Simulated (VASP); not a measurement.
Input of a VASP 6.6.1 run:

The input INCAR:

```
SYSTEM = Hg2AuCl
PREC = Accurate
ENCUT = 520
EDIFF = 1E-7
ISMEAR = -1
SIGMA = 0.1
LREAL = .False.
LASPH = .True.
NELM = 100
ALGO = Normal
ISIF = 2
LWAVE = .False.
LCHARG = .False.
GGA = PE
NBANDS = 52
```

Contents of KPOINTS:

```
Automatic mesh
0
Gamma
  5 5 2
  0 0 0
```

Contents of POSCAR:

```
Hg2AuCl
1.0
    3.8593690000      0.0000000000      0.0000000000
    1.9296850000     -5.6964100000      0.0000000000
    0.0000000000      0.0000000000     -8.4224500000
Hg Au Cl
4 2 2
Direct
    0.6107700000      0.7784600000      0.9483900000
    0.3892300000      0.2215400000      0.4483900000
    0.3892300000      0.2215400000      0.0516100000
    0.6107700000      0.7784600000      0.5516100000
    0.0865900000      0.8268200000      0.7500000000
    0.9134100000      0.1731800000      0.2500000000
    0.8391000000      0.3218000000      0.7500000000
    0.1609000000      0.6782000000      0.2500000000
```

Potentials or basis: VASP PAW PBE potentials, release 64 (Hg, Au, Cl).

Launch:

```console
$ cat potpaw_PBE.64/Hg/POTCAR potpaw_PBE.64/Au/POTCAR potpaw_PBE.64/Cl/POTCAR > POTCAR
$ mpirun -np 1 vasp_std > vasp.out
```

What does it give for the pressure?

13.8 GPa.

What does it give for the largest force?

2.218 eV/Å.

Stress tensor (GPa, compression positive):
```
16.71  0.00  0.00
 0.00 10.77  0.00
 0.00  0.00 13.83
```

Caveat: the k points lie up to 0.37 Å⁻¹ apart; forces of over 1 eV/Å act on the atoms, so gaps and moduli don't describe the material at rest.
